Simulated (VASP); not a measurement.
Write the native input for VASP 6.6.1 that does the following.

* Task: single point
* Functional: r2SCAN
* Potentials or basis: VASP PAW PBE potentials, release 64 (Cu)
* Cutoff: 520 eV
* k mesh: 8 × 6 × 6
* Occupations: gaussian, width 0.1 eV
* Spin: no spin polarisation
* Dipole correction: no
* Further INCAR settings: ALGO = Normal; EDIFF = 1e-06; NBANDS = 54

Crystal: Cu.

```
CELL_PARAMETERS angstrom
0.00000 0.00000 4.12961
5.06222 0.00000 0.00000
-2.53111 4.38401 0.00000
ATOMIC_POSITIONS crystal
Cu 0.25000 0.16667 0.33333
Cu 0.25000 0.16667 0.83333
Cu 0.25000 0.66667 0.33333
Cu 0.25000 0.66667 0.83333
Cu 0.75000 0.33333 0.16667
Cu 0.75000 0.33333 0.66667
Cu 0.75000 0.83333 0.16667
Cu 0.75000 0.83333 0.66667
```

These files were run (other wordings do the same):

POSCAR

```
Cu
1.0
    0.0000000000      0.0000000000      4.1296105404
    5.0622232860      0.0000000000      0.0000000000
   -2.5311116430      4.3840139653      0.0000000000
Cu
8
Direct
    0.2500000000      0.1666666667      0.3333333333
    0.2500000000      0.1666666667      0.8333333333
    0.2500000000      0.6666666667      0.3333333333
    0.2500000000      0.6666666667      0.8333333333
    0.7500000000      0.3333333333      0.1666666667
    0.7500000000      0.3333333333      0.6666666667
    0.7500000000      0.8333333333      0.1666666667
    0.7500000000      0.8333333333      0.6666666667
```

INCAR.step1

```
SYSTEM = Cu
  PREC = Accurate
  ENCUT = 520
  ISMEAR = 0
  SIGMA = 0.1
  LREAL = .FALSE.
  LASPH = .TRUE.
  NELM = 100
  NBANDS = 54
  GGA = PE
  ALGO = Normal
  EDIFF = 1E-4
  LWAVE = .TRUE.
  LCHARG = .FALSE.
```

INCAR.step2

```
SYSTEM = Cu
  PREC = Accurate
  ENCUT = 520
  EDIFF = 1E-6
  ISMEAR = 0
  SIGMA = 0.1
  LREAL = .FALSE.
  LASPH = .TRUE.
  NELM = 100
  ALGO = Normal
  ISIF = 2
  LWAVE = .FALSE.
  LCHARG = .TRUE.
  METAGGA = R2SCAN
  LMIXTAU = .TRUE.
  LELF = .TRUE.
  LVHAR = .TRUE.
  NBANDS = 54
  ISTART = 1
```

KPOINTS

```
Automatic mesh
0
G
  8 6 6
  0 0 0
```

Potentials or basis: VASP PAW PBE potentials, release 64 (Cu).

The run is started by

```bash
$ cat potpaw_PBE.64/Cu/POTCAR > POTCAR
$ cp INCAR.step1 INCAR
$ mpirun -np 1 vasp_std > vasp.out
$ cp INCAR.step2 INCAR
$ mpirun -np 1 vasp_std > vasp.out
```

Results of the run:

```yaml
Pressure: 0.7 GPa
Band_gap_on_the_k_mesh: zero (band 44 reaches 10.92 eV, above the bottom of band 45 at 6.43 eV)
```

Caveat: the PAW data sets were made with another functional, which shifts forces and pressure a little.

It took 8.7 min on 1 thread of Intel(R) Xeon(R) Platinum 8259CL CPU @ 2.50GHz (Skylake/Cascade Lake), on a shared host, peak memory 0.29 GiB.
